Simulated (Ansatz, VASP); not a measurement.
## Two plane-wave programs on Zn3Bi2

The input INCAR:

```
PREC = Accurate
ENCUT = 520
EDIFF = 1E-7
ISMEAR = 0
SIGMA = 0.1
LREAL = F
LASPH = T
NELM = 60
ALGO = Normal
ISIF = 2
LWAVE = F
LCHARG = F
GGA = PE
NBANDS = 41
```

Contents of KPOINTS:

```
regular mesh
0
Gamma
  4 4 4
```

Contents of POSCAR:

```
Zn3Bi2
1.0
    4.7395465000      0.0000000000      0.0000000000
    0.0000000000      4.7395465000      0.0000000000
    0.0000000000      0.0000000000      4.7395465000
Zn Bi
3 2
Direct
    0.5000000000      0.0000000000      0.0000000000
    0.0000000000      0.5000000000      0.0000000000
    0.0000000000      0.0000000000      0.5000000000
    0.5000000000      0.5000000000      0.5000000000
    0.0000000000      0.0000000000      0.0000000000
```

Input for Ansatz:

```yaml
crystal:
  lattice:
    - [4.7395465, 0.0, 0.0]
    - [0.0, 4.7395465, 0.0]
    - [0.0, 0.0, 4.7395465]
  atoms:
    - { symbol: Zn, position: [0.5, 0.0, 0.0] }
    - { symbol: Zn, position: [0.0, 0.5, 0.0] }
    - { symbol: Zn, position: [0.0, 0.0, 0.5] }
    - { symbol: Bi, position: [0.5, 0.5, 0.5] }
    - { symbol: Bi, position: [0.0, 0.0, 0.0] }
basis:
  ecutwfc: 420
kpoints:
  mp_grid: { grid: [4, 4, 4] }
hamiltonian:
  xc: pbe
scf:
  occupations: { method: gaussian, width: 0.1 }
  lower_state_search: "off"
output:
  forces: true
  stress: true
  eigenvalues: true
```

Change from the starting cell: species swapped into the Tl2F3 type (Pm-3m, No. 221).

Alike in both runs: task single point; functional PBE; k mesh 4 × 4 × 4; occupations gaussian, width 0.1 eV; no spin polarisation.

|  | VASP | Ansatz |
| --- | --- | --- |
| version | VASP 6.6.1 | Ansatz 0.2.0 |
| potentials or method | VASP PAW PBE potentials, release 64 (Zn, Bi_d), cutoff 520 eV | scalar-relativistic, plane waves, PAW |
| valence electrons in the cell | 66 | 66 |

```tsv
	VASP	Ansatz	Ansatz less VASP
gap on the k mesh at the Fermi level (eV)	none	none	-
pressure (GPa)	24.9	24.6	-0.22
```

A gap of «none» marks a metal or a gap that the smearing closes.

Neither program's run includes spin-orbit coupling.
